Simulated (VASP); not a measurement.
A run of VASP 6.6.1:

File INCAR:

```
SYSTEM = Te2Mo
ALGO = Fast
EDIFF = 1E-7
ENCUT = 520
GGA = PS
ISIF = 2
ISMEAR = 0
KPAR = 4
LASPH = .TRUE.
LCHARG = .FALSE.
LREAL = .FALSE.
LWAVE = .FALSE.
NBANDS = 64
NELM = 60
PREC = Accurate
SIGMA = 0.1
```

Contents of KPOINTS:

```
k-points
0
G
  6 10 4
  0 0 0
```

POSCAR

```
Te2Mo
1.0
    6.3102711952      0.0000000000      0.0703845660
    0.0000000000      3.4124128901      0.0000000000
   -0.7976774595      0.0000000000     14.6473109867
Te Mo
8 4
Direct
    0.5636786299      0.7500000000      0.3595506271
    0.4363213701      0.2500000000      0.6404493729
    0.5793161307      0.2500000000      0.0999475728
    0.4206838693      0.7500000000      0.9000524272
    0.0910332526      0.7500000000      0.1405669761
    0.9089667474      0.2500000000      0.8594330239
    0.0587816573      0.2500000000      0.3999667145
    0.9412183427      0.7500000000      0.6000332855
    0.3194225238      0.7500000000      0.5063096693
    0.6805774762      0.2500000000      0.4936903307
    0.1817262873      0.2500000000      0.0065125129
    0.8182737127      0.7500000000      0.9934874871
```

Potentials or basis: VASP PAW PBE potentials, release 64 (Te, Mo_sv).

Run with:

```console
$ cat potpaw_PBE.64/Te/POTCAR potpaw_PBE.64/Mo_sv/POTCAR > POTCAR
$ mpirun -np 4 vasp_std > vasp.out
```

Hardware: 4 MPI ranks on Oxide Virtual Turin-like Processor, on a shared host.

**Question.** How long does it take, and how much memory?

**Answer.** Wall time 19 min on 4 MPI ranks on Oxide Virtual Turin-like Processor, with other jobs on the host, peak memory 1.2 GiB a rank. Counts: scf iterations 18, k points 84.
